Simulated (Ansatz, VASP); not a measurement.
## InAs: VASP beside Ansatz

```
In As
1.0
     0.00000    2.87730    2.64712
     2.87730    0.00000    2.64712
     2.87730    2.87730    0.00000
In As
1 1
Direct
  0.50000 0.50000 0.50000
  0.00000 0.00000 0.00000
```

Change from the starting cell: strain +0.000 along x and y, -0.080 along z, atoms carried along.

Alike in both runs: task single point; functional LDA; k mesh 14 × 14 × 14; occupations gaussian, width 0.15 eV; no spin polarisation.

|  | VASP | Ansatz |
| --- | --- | --- |
| version | VASP 6.6.1 | Ansatz 0.2.0 |
| potentials or method | VASP PAW LDA potentials, release 64 (In_d, As), cutoff 520 eV | scalar-relativistic, plane waves, PAW |
| valence electrons in the cell | 18 | 28 |

Ansatz gave:

| Property | Result |
| --- | --- |
| gap on the k mesh at the Fermi level (eV) | none |
| pressure (GPa) | 1.3 |
| traceless stress, the component that is largest in VASP (GPa) | 8.25 |

Q: What did VASP give for the same quantities?

A: gap on the k mesh at the Fermi level (eV): none; pressure (GPa): 1.7; traceless stress, the component that is largest in VASP (GPa): 8.33.

LDA's correlation is that of Perdew and Zunger in VASP and of Perdew and Wang (1992) in Ansatz. A gap of «none» marks a metal or a gap that the smearing closes. VASP's potentials hold 18 valence electrons a cell and Ansatz's 28, so a difference there can come from the potentials and not from the codes.
